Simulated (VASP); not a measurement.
# RuBrF3 (Pm-3m) in VASP: notebook

The runs below take RuBrF3 through single point, relaxation of cell and atoms, with PBE.

Everything below comes from runs of VASP 6.6.1. Logs are shortened: lines on timing, memory, paths and dates and some standing lists are left out, and cuts for length are marked.

## Step 1: The cell of the first run

It takes space group Pm-3m (No. 221, cubic). Conventional cell: a = 4.056 Å, b = 4.056 Å, c = 4.056 Å, α = 90.00°, β = 90.00°, γ = 90.00°. Within 2.7 Å of Ru (site symmetry m-3m) lie 6 F at 2.03 Å. Br (site symmetry m-3m) has 12 F at 2.87 Å and 8 Ru at 3.51 Å within 3.8 Å. Within 2.7 Å of F (site symmetry 4/mmm) lie 2 Ru at 2.03 Å.

The cell was built from a structure type or drawn by symmetry, and may not be a known phase.

## Step 2: Single point, PBE, collinear spin, ferromagnetic start

File INCAR:

```
SYSTEM = RuBrF3
PREC = Accurate ; ENCUT = 520
EDIFF = 1E-6 ; ISMEAR = 0
SIGMA = 0.1 ; LREAL = .False.
LASPH = .True. ; NELM = 150
ALGO = Normal ; ISIF = 2
LWAVE = .False. ; LCHARG = .False.
ISPIN = 2 ; MAGMOM = 1 0 0 0 0
LORBIT = 11 ; LMAXMIX = 4
GGA = PE ; NBANDS = 33
```

File KPOINTS:

```
Automatic mesh
0
Gamma
  4 4 4
  0 0 0
```

File POSCAR:

```
RuBrF3
1.0
    4.0559869100      0.0000000000      0.0000000000
    0.0000000000      4.0559869100      0.0000000000
    0.0000000000      0.0000000000      4.0559869100
Ru Br F
1 1 3
Direct
    0.0000000000      0.0000000000      0.0000000000
    0.5000000000      0.5000000000      0.5000000000
    0.5000000000      0.0000000000      0.0000000000
    0.0000000000      0.5000000000      0.0000000000
    0.0000000000      0.0000000000      0.5000000000
```

Potentials or basis: VASP PAW PBE potentials, release 64 (Ru_pv, Br, F).

The run is started by

```console
cat potpaw_PBE.64/Ru_pv/POTCAR potpaw_PBE.64/Br/POTCAR potpaw_PBE.64/F/POTCAR > POTCAR
mpirun -np 1 vasp_std > vasp.out
```

OUTCAR:

```text
SYSTEM = RuBrF3
   PREC = Accurate
   ENCUT = 520
   EDIFF = 1E-6
   ISMEAR = 0
   LREAL = .False.
   LASPH = .True.
   NELM = 150
   ISIF = 2
   ISPIN = 2
   LORBIT = 11
   GGA = PE

 ion  position               nearest neighbor table
   1  0.000  0.000  0.000-   3 2.03   4 2.03   5 2.03   5 2.03   4 2.03   3 2.03
   2  0.500  0.500  0.500-
   3  0.500  0.000  0.000-   1 2.03   1 2.03
   4  0.000  0.500  0.000-   1 2.03   1 2.03
   5  0.000  0.000  0.500-   1 2.03   1 2.03

  LATTYP: Found a simple cubic cell.
 ALAT       =     4.0559869100

  Lattice vectors:

 A1 = (   4.0559869100,   0.0000000000,   0.0000000000)
 A2 = (   0.0000000000,   4.0559869100,   0.0000000000)
 A3 = (   0.0000000000,   0.0000000000,   4.0559869100)

Analysis of symmetry for initial positions (statically):
=====================================================================
 Subroutine PRICEL returns:
 Original cell was already a primitive cell.

 Routine SETGRP: Setting up the symmetry group for a
 simple cubic supercell.

 Subroutine GETGRP returns: Found 48 space group operations
 (whereof 48 operations were pure point group operations)
 out of a pool of 48 trial point group operations.

The static configuration has the point symmetry O_h .

Analysis of symmetry for dynamics (positions and initial velocities):
=====================================================================
 Subroutine PRICEL returns:
 Original cell was already a primitive cell.

 Routine SETGRP: Setting up the symmetry group for a
 simple cubic supercell.

 Subroutine GETGRP returns: Found 48 space group operations
 (whereof 48 operations were pure point group operations)
 out of a pool of 48 trial point group operations.

The dynamic configuration has the point symmetry O_h .

Analysis of structural, dynamic, and magnetic symmetry:
=====================================================================
 Subroutine PRICEL returns:
 Original cell was already a primitive cell.

 Routine SETGRP: Setting up the symmetry group for a
 simple cubic supercell.

 Subroutine GETGRP returns: Found 48 space group operations
 (whereof 48 operations were pure point group operations)
 out of a pool of 48 trial point group operations.

The overall configuration has the point symmetry O_h .

 Subroutine INISYM returns: Found 48 space group operations
 (whereof 48 operations are pure point group operations),
 and found     1 'primitive' translations

----------------------------------------------------------------------------------------

                                     Primitive cell

  volume of cell :      66.7252

  direct lattice vectors                    reciprocal lattice vectors
     4.055986910  0.000000000  0.000000000     0.246549119  0.000000000  0.000000000
     0.000000000  4.055986910  0.000000000     0.000000000  0.246549119  0.000000000
     0.000000000  0.000000000  4.055986910     0.000000000  0.000000000  0.246549119

  length of vectors
     4.055986910  4.055986910  4.055986910     0.246549119  0.246549119  0.246549119

  position of ions in fractional coordinates (direct lattice)
     0.000000000  0.000000000  0.000000000
     0.500000000  0.500000000  0.500000000
     0.500000000  0.000000000  0.000000000
     0.000000000  0.500000000  0.000000000
     0.000000000  0.000000000  0.500000000

  ion indices of the primitive-cell ions
   primitive index   ion index
                 1           1
                 2           2
                 3           3
                 4           4
                 5           5

----------------------------------------------------------------------------------------

 KPOINTS: Automatic mesh

Automatic generation of k-mesh.
 Grid dimensions read from file:
 generate k-points for:    4    4    4

 Generating k-lattice:

  Cartesian coordinates                     Fractional coordinates (reciprocal lattice)
     0.061637280  0.000000000  0.000000000     0.250000000  0.000000000  0.000000000
     0.000000000  0.061637280  0.000000000     0.000000000  0.250000000  0.000000000
     0.000000000  0.000000000  0.061637280     0.000000000  0.000000000  0.250000000

  Length of vectors
     0.061637280  0.061637280  0.061637280

  Shift w.r.t. Gamma in fractional coordinates (k-lattice)
     0.000000000  0.000000000  0.000000000

 Subroutine IBZKPT returns following result:
 ===========================================

 Found     10 irreducible k-points:

 Following reciprocal coordinates:
            Coordinates               Weight
  0.000000  0.000000  0.000000      1.000000
  0.250000  0.000000  0.000000      6.000000
  0.500000  0.000000  0.000000      3.000000
  0.250000  0.250000  0.000000     12.000000
  0.500000  0.250000  0.000000     12.000000
  0.500000  0.500000  0.000000      3.000000
  0.250000  0.250000  0.250000      8.000000
  0.500000  0.250000  0.250000     12.000000
  0.500000  0.500000  0.250000      6.000000
  0.500000  0.500000  0.500000      1.000000
   k-points           NKPTS =     10   k-points in BZ     NKDIM =     10   number of bands    NBANDS=     33
   number of dos      NEDOS =    301   number of ions     NIONS =      5
   total plane-waves  NPLWV =  27000
   dimension x,y,z NGX =    30 NGY =   30 NGZ =   30
   dimension x,y,z NGXF=    60 NGYF=   60 NGZF=   60
   ions per type =               1   1   3
   NGX,Y,Z   is equivalent  to a cutoff of  12.30, 12.30, 12.30 a.u.
   NGXF,Y,Z  is equivalent  to a cutoff of  24.59, 24.59, 24.59 a.u.
 SYSTEM =  RuBrF3
   PREC   = accura    normal or accurate (medium, high low for compatibility)
   ISTART =      0    job   : 0-new  1-cont  2-samecut
   ICHARG =      2    charge: 1-file 2-atom 10-const
   ISPIN  =      2    spin polarized calculation?
   LNONCOLLINEAR =      F non collinear calculations
   LSORBIT =      F    spin-orbit coupling
   LASPH  =      T    aspherical Exc in radial PAW
   ENCUT  =  520.0 eV  38.22 Ry    6.18 a.u.   7.54  7.54  7.54*2*pi/ulx,y,z
   NELM   =    150;   NELMIN=  2; NELMDL= -5     # of ELM steps
   EDIFF  = 0.1E-05   stopping-criterion for ELM
   LREAL  =      F    real-space projection
   EDIFFG = 0.1E-04   stopping-criterion for IOM
   NSW    =      0    number of steps for IOM
   IBRION =     -1    ionic relax: 0-MD 1-quasi-New 2-CG
   NFREE  =      0    steps in history (QN), initial steepest desc. (CG)
   ISIF   =      2    stress and relaxation
   ISYM   =      2    0-nonsym 1-usesym 2-fastsym
   POTIM  = 0.5000    time-step for ionic-motion
   TEBEG  =    0.0;   TEEND  =   0.0 temperature during run
   PSTRESS=    0.0 pullay stress
   NELECT =      42.0000    total number of electrons
   NUPDOWN=      -1.0000    fix difference up-down
   EMIN   =  10.00;   EMAX   =-10.00  energy-range for DOS
   EFERMI =   0.00;   METHOD = LEGACY
   ISMEAR =     0;   SIGMA  =   0.10  broadening in eV -4-tet -1-fermi 0-gaus
   EFERMI_NEDOS =   21; number of points for ismear=-14 and -15
   IALGO  =     38    algorithm
   IMIX   =      4    mixing-type and parameters
     AMIX     =   0.40;   BMIX     =  1.00
     AMIX_MAG =   1.60;   BMIX_MAG =  1.00
  volume/ion in A,a.u.               =      13.35        90.06
  Fermi-wavevector in a.u.,A,eV,Ry     =   1.403012  2.651308 26.782288  1.968443
  Thomas-Fermi vector in A             =   2.525716
   LORBIT       =     11    0 simple, 1 ext, 2 COOP (PROOUT), +10 PAW based schemes
   GGA     = PE    functional components
   LHFCALC =     F    Hartree Fock is set to
   AEXX    =    0.0000 exact exchange contribution
   IVDW    =     0    specifies the selected vdW correction
   LEPSILON=     F    determine dielectric tensor
   LRPA    =     F    only Hartree local field effects (RPA)
 spin polarized calculation
 Gauss-broadening in eV      SIGMA  =   0.10
  energy-cutoff  :      520.00
  volume of cell :       66.73
 maximum number of plane-waves:      1856
   NGX = 15   NGY = 15   NGZ = 15

 number of electron      41.9999961 magnetization       3.1805640

 Free energy of the ion-electron system (eV)
  ---------------------------------------------------
  ext. energy  EPLUGINS =         0.00000000
  ---------------------------------------------------
  free energy    TOTEN  =       -19.86893391 eV

  energy without entropy =      -19.84467701  energy(sigma->0) =      -19.85680546

 E-fermi :   3.6640     XC(G=0): -10.7660

 val. band max:        3.6124382593   @ k =   0.2500   0.2500   0.0000
 cond. band min:       3.6802085850   @ k =   0.2500   0.2500   0.0000
 fundamental gap:      0.0677703257
 Fermi energy:         3.6639522790

 spin component 1

 k-point     1 :       0.0000    0.0000    0.0000
  band No.  band energies     occupation
      1     -40.7609      1.00000
      2     -40.7609      1.00000
      3     -40.7609      1.00000
      4     -20.6589      1.00000
      5     -20.2739      1.00000
      6     -20.2739      1.00000
[... 349 lines left out ...]
     32      19.6790      0.00000
     33      19.7743      0.00000
 Fermi energy:         3.6639522790

 spin component 2

 k-point     1 :       0.0000    0.0000    0.0000
  band No.  band energies     occupation
      1     -39.2270      1.00000
      2     -39.2270      1.00000
      3     -39.2270      1.00000
      4     -20.4076      1.00000
      5     -20.0097      1.00000
      6     -20.0097      1.00000
[... 349 lines left out ...]
     32      20.0532      0.00000
     33      20.0535      0.00000

------------------------ aborting loop because EDIFF is reached ----------------------------------------

  FORCE on cell =-STRESS in cart. coord.  units (eV):
  Direction    XX          YY          ZZ          XY          YZ          ZX
  --------------------------------------------------------------------------------------
  -------------------------------------------------------------------------------------
  Total        4.3180719      4.3180719      4.3180719      0.0000000     -0.0000000      0.0000000
  in kB      103.6837783    103.6837783    103.6837783      0.0000000     -0.0000000      0.0000000
  external PRESSURE =     103.6837783 kB  Pullay stress =       0.0000000 kB

 VOLUME and BASIS-vectors are now :
 -----------------------------------------------------------------------------
  energy-cutoff  :      520.00
  volume of cell :       66.73
      direct lattice vectors                 reciprocal lattice vectors
     4.055986910  0.000000000  0.000000000     0.246549119  0.000000000  0.000000000
     0.000000000  4.055986910  0.000000000     0.000000000  0.246549119  0.000000000
     0.000000000  0.000000000  4.055986910     0.000000000  0.000000000  0.246549119

 POSITION                                       TOTAL-FORCE (eV/Angst)
 -----------------------------------------------------------------------------------
      0.00000      0.00000      0.00000         0.000000      0.000000      0.000000
      2.02799      2.02799      2.02799         0.000000      0.000000      0.000000
      2.02799      0.00000      0.00000         0.000000      0.000000      0.000000
      0.00000      2.02799      0.00000         0.000000      0.000000      0.000000
      0.00000      0.00000      2.02799         0.000000      0.000000      0.000000
 -----------------------------------------------------------------------------------
    total drift:                                0.000000     -0.000000      0.000000

  FREE ENERGIE OF THE ION-ELECTRON SYSTEM (eV)
  ---------------------------------------------------
  free  energy   TOTEN  =       -19.8689339105 eV

  energy  without entropy=      -19.8446770094  energy(sigma->0) =      -19.85680546

 total charge

# of ion       s       p       d       tot
------------------------------------------
    1        0.227   6.197   5.662  12.086
    2        1.639   3.142   0.012   4.792
    3        1.747   4.314   0.000   6.061
    4        1.747   4.314   0.000   6.061
    5        1.747   4.314   0.000   6.061
--------------------------------------------------
tot          7.107  22.282   5.674  35.062

 magnetization (x)

# of ion       s       p       d       tot
------------------------------------------
    1        0.013   0.009   1.888   1.909
    2        0.021   0.587   0.000   0.608
    3        0.007   0.124   0.000   0.132
    4        0.007   0.124   0.000   0.132
    5        0.007   0.124   0.000   0.132
--------------------------------------------------
tot          0.056   0.969   1.888   2.913
```

Run time: 24 s. Hardware: 1 thread of Intel Xeon 6975P-C (Granite Rapids), shared host; peak memory 0.2 GiB.

Results:

```
Free energy                                           : -19.8689 eV
Pressure                                              : 10.4 GPa
Net moment                                            : 3.18 μB per cell
Site moments                                          : Ru +1.91; Br +0.61; F +0.13 μB
Valence electrons inside the program's atomic spheres : Ru 12.09; Br 4.79; F 6.06
```

Levels at points of the mesh, in eV from the Fermi level:
Spin up:
| k point | band 20 | band 21 | band 22 | band 23 | band 24 | band 25 | band 26 | band 27 |
| --- | --- | --- | --- | --- | --- | --- | --- | --- |
| (0.00, 0.00, 0.00) | -1.12 | -1.12 | -0.30 | -0.30 | -0.30 | 5.45 | 8.80 | 8.82 |
| (0.50, 0.00, 0.00) | -1.22 | -1.12 | -0.63 | -0.63 | 1.23 | 8.78 | 8.92 | 9.06 |
| (0.50, 0.50, 0.00) | -0.99 | -0.99 | -0.57 | -0.12 | 2.90 | 8.41 | 8.80 | 10.96 |
| (0.50, 0.50, 0.50) | -0.14 | -0.14 | -0.14 | 2.90 | 2.90 | 8.42 | 8.42 | 8.42 |
Spin down:
```tsv
k point	band 15	band 16	band 17	band 18	band 19	band 20	band 21	band 22	band 23	band 24
(0.00, 0.00, 0.00)	-4.31	-4.31	-1.08	-1.08	-1.08	0.29	0.29	0.37	0.37	0.37
(0.50, 0.00, 0.00)	-4.39	-4.39	-1.41	-1.04	-0.10	-0.10	0.27	0.27	0.30	2.40
(0.50, 0.50, 0.00)	-5.16	-3.75	-0.42	-0.38	-0.38	0.12	0.12	0.78	1.17	3.96
(0.50, 0.50, 0.50)	-3.74	-3.74	0.03	0.03	0.03	0.88	0.88	0.88	3.97	3.97
```

Caveat: the k points lie up to 0.39 Å⁻¹ apart.

## Step 3: Single point, PBE, collinear spin, ferromagnetic start

This run uses another cell than the first one, of 14.56 Å³/atom.

File INCAR:

```
ALGO = Normal ; EDIFF = 1E-6
ENCUT = 520 ; GGA = PE
ISIF = 2 ; ISMEAR = 0
ISPIN = 2 ; LASPH = T
LCHARG = T ; LELF = T
LMAXMIX = 4 ; LORBIT = 11
LREAL = F ; LVHAR = T
LWAVE = F ; MAGMOM = 1 0 0 0 0
NBANDS = 33 ; NELM = 150
PREC = Accurate ; SIGMA = 0.1
```

File KPOINTS:

```
k-points
0
Gamma
  4 4 4
```

POSCAR, as its differences from that of step 2:

```diff
@@ -2,5 +2,5 @@
 1.0
-    4.0559869100      0.0000000000      0.0000000000
-    0.0000000000      4.0559869100      0.0000000000
-    0.0000000000      0.0000000000      4.0559869100
+    4.1754782018      0.0000000000      0.0000000000
+    0.0000000000      4.1754782018      0.0000000000
+    0.0000000000      0.0000000000      4.1754782018
 Ru Br F
```

Potentials or basis: VASP PAW PBE potentials, release 64 (Ru_pv, Br, F).

The run is started by

```console
cat potpaw_PBE.64/Ru_pv/POTCAR potpaw_PBE.64/Br/POTCAR potpaw_PBE.64/F/POTCAR > POTCAR
mpirun -np 1 vasp_std > vasp.out
```

Run time: 25 s. Hardware: 1 thread of Intel Xeon 6975P-C (Granite Rapids), shared host; peak memory 0.22 GiB.

It converged, with:

| Item | Value |
| --- | --- |
| Free energy | -20.0592 eV |
| Pressure | 0.1 GPa |
| Net moment | 3.28 μB per cell |
| Site moments | Ru +1.98; Br +0.63; F +0.12 μB |
| Valence electrons inside the program's atomic spheres | Ru 11.96; Br 4.75; F 6.04 |

Levels at points of the mesh, in eV from the Fermi level:
Spin up:
```csv
k point,band 20,band 21,band 22,band 23,band 24,band 25,band 26,band 27
"(0.00, 0.00, 0.00)",-1.30,-1.30,-0.37,-0.37,-0.37,4.87,8.84,8.98
"(0.50, 0.00, 0.00)",-1.25,-1.25,-0.66,-0.66,0.83,8.02,8.69,8.84
"(0.50, 0.50, 0.00)",-0.96,-0.96,-0.70,-0.40,2.34,7.95,8.84,10.77
"(0.50, 0.50, 0.50)",-0.25,-0.25,-0.25,2.34,2.34,8.30,8.30,8.30
```
Spin down:
```csv
k point,band 16,band 17,band 18,band 19,band 20,band 21,band 22,band 23
"(0.00, 0.00, 0.00)",-3.87,-0.90,-0.90,-0.90,0.18,0.18,0.32,0.32
"(0.50, 0.00, 0.00)",-3.95,-1.22,-0.87,-0.08,-0.08,0.19,0.24,0.24
"(0.50, 0.50, 0.00)",-3.38,-0.32,-0.32,-0.32,0.10,0.10,0.67,0.95
"(0.50, 0.50, 0.50)",-3.37,0.04,0.04,0.04,0.76,0.76,0.76,3.45
```

Caveat: the k points lie up to 0.38 Å⁻¹ apart.

[end of part 1 of 2]
